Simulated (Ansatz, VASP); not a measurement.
HfO2: VASP beside Ansatz

```
CELL_PARAMETERS angstrom
-2.55750 -2.55750 0.00000
2.55750 -2.55750 0.00000
0.00000 0.00000 10.23000
ATOMIC_POSITIONS crystal
Hf 0.00000 0.00000 0.00000
Hf 0.50000 0.50000 0.25000
Hf 0.00000 0.00000 0.50000
Hf 0.50000 0.50000 0.75000
O 0.50000 0.00000 0.12500
O 0.00000 0.50000 0.37500
O 0.50000 0.00000 0.62500
O 0.00000 0.50000 0.87500
O 0.50000 0.00000 0.37500
O 0.00000 0.50000 0.62500
O 0.50000 0.00000 0.87500
O 0.00000 0.50000 0.12500
```

Alike in both runs: task single point; functional r2SCAN; k mesh 6 × 6 × 3; occupations gaussian, width 0.05 eV; no spin polarisation.

|  | VASP | Ansatz |
| --- | --- | --- |
| version | VASP 6.6.1 | Ansatz 0.2.0 |
| potentials or method | VASP PAW PBE potentials, release 64 (Hf_pv, O), cutoff 520 eV | scalar-relativistic, plane waves, PAW |
| valence electrons in the cell | 88 | 152 |

|  | VASP | Ansatz | Ansatz less VASP |
| --- | --- | --- | --- |
| gap on the k mesh at the Fermi level (eV) | 4.21 | 4.21 | -0.003 |
| least direct gap on the mesh (eV) | 4.21 | 4.21 | -0.003 |
| pressure (GPa) | -12.1 | -8.4 | +3.67 |

VASP's potentials were made for PBE, not for r2SCAN. With one functional, cell and mesh, what is left measures potentials, basis and numerics. VASP's potentials hold 88 valence electrons a cell and Ansatz's 152, so a difference there can come from the potentials and not from the codes.

Neither program's run includes spin-orbit coupling.
